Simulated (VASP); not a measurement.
# Ca (I4/mmm) in VASP: a series of runs

Ca is run at these levels: PBE; tasks: single point.

Everything below comes from runs of VASP 6.6.1. Logs are shortened: lines on timing, memory, paths and dates and some standing lists are left out, and cuts for length are marked.

## 1. The cell of the first run

The structure is tetragonal, space group I4/mmm (No. 139). Conventional cell: a = 4.488 Å, b = 4.488 Å, c = 4.180 Å, α = 90.00°, β = 90.00°, γ = 90.00°. Within 5.0 Å of Ca (site symmetry 4/mmm) lie 14 Ca at 3.80 to 4.49 Å.

## 2. Single point, PBE

The input, INCAR:

```
SYSTEM = Ca
ALGO     = Fast           ! electronic algorithm
EDIFF    = 1E-6           ! SCF threshold, eV
ENCUT    = 520            ! plane-wave cutoff, eV
GGA      = PE             ! functional
ISIF     = 2              ! what is computed and relaxed
ISMEAR   = 0              ! smearing method
LASPH    = .TRUE.         ! aspherical terms in the spheres
LCHARG   = .FALSE.        ! write CHGCAR
LREAL    = .FALSE.        ! projectors in reciprocal space
LWAVE    = .FALSE.        ! write WAVECAR
NBANDS   = 11             ! bands
NELM     = 60             ! most SCF steps
PREC     = Accurate       ! precision mode
SIGMA    = 0.1            ! smearing width, eV
```

The input, KPOINTS:

```
k-points
0
G
  18 18 18
  0 0 0
```

The input, POSCAR:

```
Ca
1.0
   -2.2437794292      2.2437794292      2.0898313254
    2.2437794292     -2.2437794292      2.0898313254
    2.2437794292      2.2437794292     -2.0898313254
Ca
1
Direct
    0.0000000000      0.0000000000      0.0000000000
```

Potentials or basis: VASP PAW PBE potentials, release 64 (Ca_sv).

Started as:

```console
$ cat potpaw_PBE.64/Ca_sv/POTCAR > POTCAR
$ mpirun -np 1 vasp_std > vasp.out
```

OUTCAR:

```text
SYSTEM = Ca
   EDIFF = 1E-6
   ENCUT = 520
   GGA = PE
   ISIF = 2
   ISMEAR = 0
   LASPH = .TRUE.
   LREAL = .FALSE.
   NELM = 60
   PREC = Accurate

 ion  position               nearest neighbor table
   1  0.000  0.000  0.000-

  LATTYP: Found a body centered tetragonal cell.
 ALAT       =     4.4875588584
 C/A-ratio  =     0.9313889316

  Lattice vectors:

 A1 = (  -2.2437794292,   2.2437794292,   2.0898313254)
 A2 = (   2.2437794292,  -2.2437794292,   2.0898313254)
 A3 = (   2.2437794292,   2.2437794292,  -2.0898313254)

Analysis of symmetry for initial positions (statically):
=====================================================================
 Subroutine PRICEL returns:
 Original cell was already a primitive cell.

 Routine SETGRP: Setting up the symmetry group for a
 body centered tetragonal supercell.

 Subroutine GETGRP returns: Found 16 space group operations
 (whereof 16 operations were pure point group operations)
 out of a pool of 16 trial point group operations.

The static configuration has the point symmetry D_4h.

Analysis of symmetry for dynamics (positions and initial velocities):
=====================================================================
 Subroutine PRICEL returns:
 Original cell was already a primitive cell.

 Routine SETGRP: Setting up the symmetry group for a
 body centered tetragonal supercell.

 Subroutine GETGRP returns: Found 16 space group operations
 (whereof 16 operations were pure point group operations)
 out of a pool of 16 trial point group operations.

The dynamic configuration has the point symmetry D_4h.

 Subroutine INISYM returns: Found 16 space group operations
 (whereof 16 operations are pure point group operations),
 and found     1 'primitive' translations

----------------------------------------------------------------------------------------

                                     Primitive cell

  volume of cell :      42.0854

  direct lattice vectors                    reciprocal lattice vectors
    -2.243779429  2.243779429  2.089831325     0.000000000  0.222838303  0.239253759
     2.243779429 -2.243779429  2.089831325     0.222838303  0.000000000  0.239253759
     2.243779429  2.243779429 -2.089831325     0.222838303  0.222838303  0.000000000

  length of vectors
     3.799537764  3.799537764  3.799537764     0.326954539  0.326954539  0.315140950

  position of ions in fractional coordinates (direct lattice)
     0.000000000  0.000000000  0.000000000

  ion indices of the primitive-cell ions
   primitive index   ion index
                 1           1

----------------------------------------------------------------------------------------

 KPOINTS: k-points

Automatic generation of k-mesh.
 Grid dimensions read from file:
 generate k-points for:   18   18   18

 Generating k-lattice:

  Cartesian coordinates                     Fractional coordinates (reciprocal lattice)
     0.000000000  0.012379906  0.013291875     0.055555556  0.000000000  0.000000000
     0.012379906  0.000000000  0.013291875     0.000000000  0.055555556  0.000000000
     0.012379906  0.012379906  0.000000000     0.000000000  0.000000000  0.055555556

  Length of vectors
     0.018164141  0.018164141  0.017507831

  Shift w.r.t. Gamma in fractional coordinates (k-lattice)
     0.000000000  0.000000000  0.000000000

 Subroutine IBZKPT returns following result:
 ===========================================

 Found    480 irreducible k-points:

 Following reciprocal coordinates:
            Coordinates               Weight
  0.000000  0.000000  0.000000      1.000000
  0.055556  0.000000  0.000000      8.000000
  0.111111  0.000000  0.000000      8.000000
  0.166667  0.000000 -0.000000      8.000000
  0.222222  0.000000 -0.000000      8.000000
  0.277778  0.000000  0.000000      8.000000
[... 16 lines left out ...]
 -0.277778  0.055556 -0.000000     16.000000
 -0.222222  0.055556  0.000000     16.000000
 [... further k-points ...]
   k-points           NKPTS =    480   k-points in BZ     NKDIM =    480   number of bands    NBANDS=     11
   number of dos      NEDOS =    301   number of ions     NIONS =      1
   total plane-waves  NPLWV =  21952
   dimension x,y,z NGX =    28 NGY =   28 NGZ =   28
   dimension x,y,z NGXF=    56 NGYF=   56 NGZF=   56
   ions per type =               1
   NGX,Y,Z   is equivalent  to a cutoff of  12.25, 12.25, 12.25 a.u.
   NGXF,Y,Z  is equivalent  to a cutoff of  24.50, 24.50, 24.50 a.u.
 SYSTEM =  Ca
   PREC   = accura    normal or accurate (medium, high low for compatibility)
   ISTART =      0    job   : 0-new  1-cont  2-samecut
   ICHARG =      2    charge: 1-file 2-atom 10-const
   ISPIN  =      1    spin polarized calculation?
   LNONCOLLINEAR =      F non collinear calculations
   LSORBIT =      F    spin-orbit coupling
   LASPH  =      T    aspherical Exc in radial PAW
   ENCUT  =  520.0 eV  38.22 Ry    6.18 a.u.   7.06  7.06  7.06*2*pi/ulx,y,z
   NELM   =     60;   NELMIN=  2; NELMDL= -5     # of ELM steps
   EDIFF  = 0.1E-05   stopping-criterion for ELM
   LREAL  =      F    real-space projection
   EDIFFG = 0.1E-04   stopping-criterion for IOM
   NSW    =      0    number of steps for IOM
   IBRION =     -1    ionic relax: 0-MD 1-quasi-New 2-CG
   NFREE  =      0    steps in history (QN), initial steepest desc. (CG)
   ISIF   =      2    stress and relaxation
   ISYM   =      2    0-nonsym 1-usesym 2-fastsym
   POTIM  = 0.5000    time-step for ionic-motion
   TEBEG  =    0.0;   TEEND  =   0.0 temperature during run
   PSTRESS=    0.0 pullay stress
   NELECT =      10.0000    total number of electrons
   NUPDOWN=      -1.0000    fix difference up-down
   EMIN   =  10.00;   EMAX   =-10.00  energy-range for DOS
   EFERMI =   0.00;   METHOD = LEGACY
   ISMEAR =     0;   SIGMA  =   0.10  broadening in eV -4-tet -1-fermi 0-gaus
   EFERMI_NEDOS =   21; number of points for ismear=-14 and -15
   IALGO  =     68    algorithm
   IMIX   =      4    mixing-type and parameters
     AMIX     =   0.40;   BMIX     =  1.00
     AMIX_MAG =   1.60;   BMIX_MAG =  1.00
  volume/ion in A,a.u.               =      42.09       284.01
  Fermi-wavevector in a.u.,A,eV,Ry     =   1.013984  1.916151 13.989007  1.028163
  Thomas-Fermi vector in A             =   2.147185
   LORBIT       =      0    0 simple, 1 ext, 2 COOP (PROOUT), +10 PAW based schemes
   GGA     = PE    functional components
   LHFCALC =     F    Hartree Fock is set to
   AEXX    =    0.0000 exact exchange contribution
   IVDW    =     0    specifies the selected vdW correction
   LEPSILON=     F    determine dielectric tensor
   LRPA    =     F    only Hartree local field effects (RPA)
 non-spin polarized calculation
 RMM-DIIS sequential band-by-band and
 Gauss-broadening in eV      SIGMA  =   0.10
  energy-cutoff  :      520.00
  volume of cell :       42.09
 maximum number of plane-waves:      1176
   NGX = 15   NGY = 15   NGZ = 15

 number of electron      10.0000000 magnetization

 Free energy of the ion-electron system (eV)
  ---------------------------------------------------
  ext. energy  EPLUGINS =         0.00000000
  ---------------------------------------------------
  free energy    TOTEN  =        -1.91714738 eV

  energy without entropy =       -1.90974625  energy(sigma->0) =       -1.91344682

 E-fermi :   2.0299     XC(G=0):  -7.7428

 val. band max:        2.0254937214   @ k =   0.2778   0.2222   0.1667
 cond. band min:       2.0321246326   @ k =   0.3333   0.3333   0.1111
 fundamental gap:      0.0066309112
 Fermi energy:         2.0298624338

 k-point     1 :       0.0000    0.0000    0.0000
  band No.  band energies     occupation
      1     -40.0356      2.00000
      2     -20.9604      2.00000
      3     -20.9460      2.00000
      4     -20.9460      2.00000
      5      -2.0550      2.00000
      6       4.1088      0.00000
      7       4.4440      0.00000
      8       4.4440      0.00000
      9       5.1411      0.00000
     10       5.5677      0.00000
     11      11.9628      0.00000

 k-point     2 :       0.0556    0.0000    0.0000
  band No.  band energies     occupation
      1     -40.0351      2.00000
      2     -20.9631      2.00000
      3     -20.9478      2.00000
      4     -20.9475      2.00000
      5      -1.9973      2.00000
      6       4.1113      0.00000
      7       4.4198      0.00000
      8       4.4441      0.00000
      9       5.1386      0.00000
     10       5.5317      0.00000
     11      11.9723      0.00000

 k-point     3 :       0.1111    0.0000    0.0000
  band No.  band energies     occupation
      1     -40.0338      2.00000
      2     -20.9733      2.00000
      3     -20.9519      2.00000
      4     -20.9505      2.00000
      5      -1.8260      2.00000
      6       4.0716      0.00000
      7       4.3242      0.00000
      8       4.4991      0.00000
      9       5.1419      0.00000
     10       5.4557      0.00000
     11      11.9441      0.00000

 k-point     4 :       0.1667    0.0000   -0.0000
  band No.  band energies     occupation
      1     -40.0317      2.00000
      2     -20.9912      2.00000
      3     -20.9585      2.00000
      4     -20.9523      2.00000
      5      -1.5465      2.00000
      6       3.9487      0.00000
      7       4.1190      0.00000
      8       4.6676      0.00000
      9       5.1771      0.00000
     10       5.3971      0.00000
     11      11.4608      0.00000
[... 239 lines left out ...]
 k-point    22 :      -0.3333    0.0556    0.0000
  band No.  band energies     occupation
      1     -40.0251      2.00000
      2     -21.0491      2.00000
      3     -20.9800      2.00000
      4     -20.9561      2.00000
      5      -0.4325      2.00000
      6       3.2649      0.00000
      7       3.5167      0.00000
      8       5.3039      0.00000
      9       5.4576      0.00000
     10       5.5185      0.00000
     11       9.1272      0.00000

 k-point    23 :      -0.2778    0.0556   -0.0000
  band No.  band energies     occupation
      1     -40.0278      2.00000
      2     -21.0258      2.00000
      3     -20.9714      2.00000
      4     -20.9551      2.00000
      5      -0.9258      2.00000
      6       3.6072      0.00000
      7       3.7021      0.00000
      8       5.1101      0.00000
      9       5.2262      0.00000
     10       5.4646      0.00000
     11      10.0536      0.00000

 k-point    24 :      -0.2222    0.0556    0.0000
  band No.  band energies     occupation
      1     -40.0304      2.00000
      2     -21.0024      2.00000
      3     -20.9633      2.00000
      4     -20.9537      2.00000
      5      -1.3439      2.00000
      6       3.8260      0.00000
      7       3.9837      0.00000
      8       4.8413      0.00000
      9       5.1053      0.00000
     10       5.4679      0.00000
     11      11.1083      0.00000

 [... further k-points ...]

------------------------ aborting loop because EDIFF is reached ----------------------------------------

  FORCE on cell =-STRESS in cart. coord.  units (eV):
  Direction    XX          YY          ZZ          XY          YZ          ZX
  --------------------------------------------------------------------------------------
  -------------------------------------------------------------------------------------
  Total        0.0008633      0.0008633      0.0015419      0.0000000      0.0000000      0.0000000
  in kB        0.0328657      0.0328657      0.0586978      0.0000000      0.0000000      0.0000000
  external PRESSURE =       0.0414764 kB  Pullay stress =       0.0000000 kB

 VOLUME and BASIS-vectors are now :
 -----------------------------------------------------------------------------
  energy-cutoff  :      520.00
  volume of cell :       42.09
      direct lattice vectors                 reciprocal lattice vectors
    -2.243779429  2.243779429  2.089831325     0.000000000  0.222838303  0.239253759
     2.243779429 -2.243779429  2.089831325     0.222838303  0.000000000  0.239253759
     2.243779429  2.243779429 -2.089831325     0.222838303  0.222838303  0.000000000

 POSITION                                       TOTAL-FORCE (eV/Angst)
 -----------------------------------------------------------------------------------
      0.00000      0.00000      0.00000         0.000000     -0.000000      0.000000
 -----------------------------------------------------------------------------------
    total drift:                               -0.000000     -0.000000     -0.000000

  FREE ENERGIE OF THE ION-ELECTRON SYSTEM (eV)
  ---------------------------------------------------
  free  energy   TOTEN  =        -1.9171473842 eV

  energy  without entropy=       -1.9097462485  energy(sigma->0) =       -1.91344682
```

It took 2 min on 1 thread of Intel Xeon Platinum 8375C at 2.90GHz (Ice Lake), shared host; peak memory 0.33 GiB.

Results:

- Free energy: -1.9171 eV
- Pressure: 0.0 GPa
- Band gap on the k mesh: zero (bands 5 and 6 overlap by 0.44 eV)

Levels at points of the mesh, in eV from the Fermi level:
| k point | band 2 | band 3 | band 4 | band 5 | band 6 | band 7 | band 8 | band 9 |
| --- | --- | --- | --- | --- | --- | --- | --- | --- |
| (0.00, 0.00, 0.00) | -22.99 | -22.98 | -22.98 | -4.08 | 2.08 | 2.41 | 2.41 | 3.11 |
| (0.50, 0.00, 0.00) | -23.13 | -23.03 | -22.99 | -0.86 | 0.05 | 1.20 | 3.29 | 3.77 |
| (0.50, 0.50, 0.00) | -23.12 | -23.03 | -22.97 | -1.02 | -0.19 | 1.61 | 2.99 | 3.51 |
| (0.50, 0.50, 0.50) | -23.08 | -23.08 | -23.08 | -0.04 | 0.10 | 3.54 | 3.54 | 4.13 |

## 3. Single point, PBE (43.35 Å³/atom)

This run uses another cell than the first one, of 43.35 Å³/atom.

The input, INCAR:

```
SYSTEM = Ca
PREC = Accurate ; ENCUT = 520
EDIFF = 1E-6 ; ISMEAR = 0
SIGMA = 0.1 ; LREAL = .False.
LASPH = .True. ; NELM = 100
ALGO = Fast ; ISIF = 2
LWAVE = .False. ; LCHARG = .False.
GGA = PE ; NBANDS = 11
```

The input, KPOINTS:

```
regular mesh
0
Gamma
  18 18 18
  0 0 0
```

The input, POSCAR:

```
Ca
1.0
   -2.2659965120      2.2659965120      2.1105240704
    2.2659965120     -2.2659965120      2.1105240704
    2.2659965120      2.2659965120     -2.1105240704
Ca
1
Direct
    0.0000000000      0.0000000000      0.0000000000
```

Potentials or basis: VASP PAW PBE potentials, release 64 (Ca_sv).

Started as:

```console
$ cat potpaw_PBE.64/Ca_sv/POTCAR > POTCAR
$ mpirun -np 1 vasp_std > vasp.out
```

OUTCAR:

```text
SYSTEM = Ca
   PREC = Accurate
   ENCUT = 520
   EDIFF = 1E-6
   ISMEAR = 0
   LREAL = .False.
   LASPH = .True.
   NELM = 100
   ISIF = 2
   GGA = PE

 ion  position               nearest neighbor table
   1  0.000  0.000  0.000-

  LATTYP: Found a body centered tetragonal cell.
 ALAT       =     4.5319930240
 C/A-ratio  =     0.9313889316

  Lattice vectors:

 A1 = (  -2.2659965120,   2.2659965120,   2.1105240704)
 A2 = (   2.2659965120,  -2.2659965120,   2.1105240704)
 A3 = (   2.2659965120,   2.2659965120,  -2.1105240704)
[... 510 lines left out ...]
      3     -21.1536      2.00000
      4     -21.1448      2.00000
      5      -1.4236      2.00000
      6       3.6825      0.00000
      7       3.8363      0.00000
      8       4.6631      0.00000
      9       4.9234      0.00000
     10       5.2718      0.00000
     11      10.7170      0.00000

 [... further k-points ...]
[... 5 lines left out ...]
  --------------------------------------------------------------------------------------
  -------------------------------------------------------------------------------------
  Total       -0.1287435     -0.1287435     -0.1230890      0.0000000      0.0000000      0.0000000
  in kB       -4.7584666     -4.7584666     -4.5494738      0.0000000      0.0000000      0.0000000
  external PRESSURE =      -4.6888024 kB  Pullay stress =       0.0000000 kB

 VOLUME and BASIS-vectors are now :
 -----------------------------------------------------------------------------
  energy-cutoff  :      520.00
  volume of cell :       43.35
      direct lattice vectors                 reciprocal lattice vectors
    -2.265996512  2.265996512  2.110524070     0.000000000  0.220653473  0.236907983
     2.265996512 -2.265996512  2.110524070     0.220653473  0.000000000  0.236907983
     2.265996512  2.265996512 -2.110524070     0.220653473  0.220653473  0.000000000

 POSITION                                       TOTAL-FORCE (eV/Angst)
 -----------------------------------------------------------------------------------
      0.00000      0.00000      0.00000        -0.000000      0.000000      0.000000
 -----------------------------------------------------------------------------------
    total drift:                               -0.000000     -0.000000      0.000000

  FREE ENERGIE OF THE ION-ELECTRON SYSTEM (eV)
  ---------------------------------------------------
  free  energy   TOTEN  =        -1.9155227209 eV

  energy  without entropy=       -1.9078571933  energy(sigma->0) =       -1.91168996
```

OSZICAR:

```text
N       E                     dE             d eps       ncg     rms          rms(c)
DAV:   1     0.658694963394E+02    0.65869E+02   -0.49818E+03 10560   0.816E+02
DAV:   2    -0.381423306679E+00   -0.66251E+02   -0.65672E+02 11628   0.208E+02
DAV:   3    -0.184652672546E+01   -0.14651E+01   -0.14457E+01 15403   0.304E+01
DAV:   4    -0.192134686079E+01   -0.74820E-01   -0.74539E-01 13894   0.544E+00
DAV:   5    -0.192305807320E+01   -0.17112E-02   -0.17110E-02 14684   0.692E-01    0.222E+00
RMM:   6    -0.191671497287E+01    0.63431E-02   -0.93922E-03 11194   0.107E+00    0.138E+00
RMM:   7    -0.191570417643E+01    0.10108E-02   -0.21587E-02 12751   0.182E+00    0.110E-01
RMM:   8    -0.191537466199E+01    0.32951E-03   -0.48540E-03 12595   0.839E-01    0.265E-02
RMM:   9    -0.191548489873E+01   -0.11024E-03   -0.12544E-03 15829   0.399E-01    0.233E-02
RMM:  10    -0.191551548646E+01   -0.30588E-04   -0.22803E-04 16369   0.149E-01    0.573E-03
RMM:  11    -0.191552198195E+01   -0.64955E-05   -0.54269E-05 16859   0.624E-02    0.991E-03
RMM:  12    -0.191552363184E+01   -0.16499E-05   -0.49561E-06 13684   0.239E-02    0.827E-03
RMM:  13    -0.191552241055E+01    0.12213E-05   -0.37303E-06 11304   0.127E-02    0.246E-03
RMM:  14    -0.191552272091E+01   -0.31036E-06   -0.10687E-06  9427   0.607E-03
   1 F= -.19155227E+01 E0= -.19116900E+01  d E =-.766553E-02
```

Wall time 3.2 min (1 thread of Intel Xeon Platinum 8375C at 2.90GHz (Ice Lake), shared host); peak memory 0.34 GiB.

What came out:

| Property | Result |
| --- | --- |
| Free energy | -1.9155 eV |
| Pressure | -0.5 GPa |
| Band gap on the k mesh | zero (bands 5 and 6 overlap by 0.46 eV) |
